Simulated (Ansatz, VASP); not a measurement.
One calculation of Al2O3, two programs

```
CELL_PARAMETERS angstrom
2.35557 1.35999 4.35250
-2.35557 1.35999 4.35250
0.00000 -2.71998 4.35250
ATOMIC_POSITIONS crystal
Al 0.85137 0.85137 0.85137
Al 0.35137 0.35137 0.35137
Al 0.14863 0.14863 0.14863
Al 0.64863 0.64863 0.64863
O 0.44302 0.05698 0.75000
O 0.05698 0.75000 0.44302
O 0.55698 0.94302 0.25000
O 0.25000 0.55698 0.94302
O 0.94302 0.25000 0.55698
O 0.75000 0.44302 0.05698
```

Change from the starting cell: epitaxial_xy strain -1.0%.

Alike in both runs: task single point; functional r2SCAN; k mesh 6 × 6 × 6; no spin polarisation.

|  | VASP | Ansatz |
| --- | --- | --- |
| version | VASP 6.6.1 | Ansatz 0.2.0 |
| potentials or method | VASP PAW PBE potentials, release 64 (Al, O) | plane waves, PAW |
| plane-wave cutoff (eV) | 520 | 500 |
| occupations | gaussian, width 0.01 eV | fixed |
| valence electrons in the cell | 48 | 48 |

Ansatz gave:

| Item | Value |
| --- | --- |
| gap on the k mesh at the Fermi level (eV) | 7.37 |
| pressure (GPa) | 4.2 |
| traceless stress, the component that is largest in VASP (GPa) | -4.20 |
| rms of the force components (eV/Å) | 0.000 |

Q: What did VASP give for the same quantities?

A: gap on the k mesh at the Fermi level (eV): 7.39; pressure (GPa): 3.7; traceless stress, the component that is largest in VASP (GPa): -4.27; rms of the force components (eV/Å): 0.009.

VASP's potentials were made for PBE, not for r2SCAN. Atom by atom the forces differ by 0.009 eV/Å (rms over components).
